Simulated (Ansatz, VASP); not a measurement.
## BN, level by level in two programs

```
N B
1.0
     2.49824    0.00000    0.00000
    -1.24912    2.16354    0.00000
     0.00000    0.00000    6.63570
N B
2 2
Cartesian
  1.2491 0.7212 1.6589
  0.0000 1.4424 4.9768
  1.2491 0.7212 4.9768
  0.0000 1.4424 1.6589
```

Single points on this cell with VASP 6.6.1 and Ansatz 0.2.0. Each row is one pair of runs. Alike in all rows: spin: off; VASP's potentials, cutoff: VASP PAW PBE potentials, release 64 (N, B), 520 eV.

```tsv
level	k mesh	smearing	Ansatz's potentials, cutoff	gap on the k mesh at the Fermi level (eV), VASP	gap on the k mesh at the Fermi level (eV), Ansatz	least direct gap on the mesh (eV), VASP	least direct gap on the mesh (eV), Ansatz	pressure (GPa), VASP	pressure (GPa), Ansatz
PBE	9 × 9 × 3	fermi-dirac, width 0.05 eV	Ansatz PAW, 420 eV	4.43	4.43	4.71	4.72	5.1	5.1
r2SCAN+D4	12 × 12 × 4	fermi-dirac, width 0.05 eV	Ansatz PAW, 500 eV	4.89	4.85	5.32	5.29	0.5	0.1
PBE	12 × 12 × 4	gaussian, width 0.012 eV	Ansatz PAW, 420 eV	4.29	4.29	4.66	4.66	5.1	5.1
PBE	12 × 12 × 4	gaussian, width 0.013 eV	Ansatz PAW, 420 eV	4.29	4.29	4.66	4.66	5.1	5.1
PBE	12 × 12 × 4	gaussian, width 0.015 eV	Ansatz PAW, 420 eV	4.29	4.29	4.66	4.66	5.2	5.1
PBE	12 × 12 × 4	gaussian, width 0.016 eV	Ansatz PAW, 420 eV	4.29	4.29	4.66	4.66	5.1	5.1
PBE	12 × 12 × 4	gaussian, width 0.017 eV	Ansatz PAW, 420 eV	4.29	4.29	4.66	4.66	5.2	5.1
PBE	12 × 12 × 4	gaussian, width 0.018 eV	Ansatz PAW, 420 eV	4.29	4.29	4.66	4.66	5.2	5.1
```

Gap on the k mesh at the fermi level (eV): the two programs differ by at most 0.04; least direct gap on the mesh (eV): the two programs differ by at most 0.036; pressure (GPa): the two programs differ by at most 0.4.

Noted on Ansatz's runs: odd divisions of the mesh miss points on the zone boundary, where band edges often lie, so the gap on the mesh can be too wide.
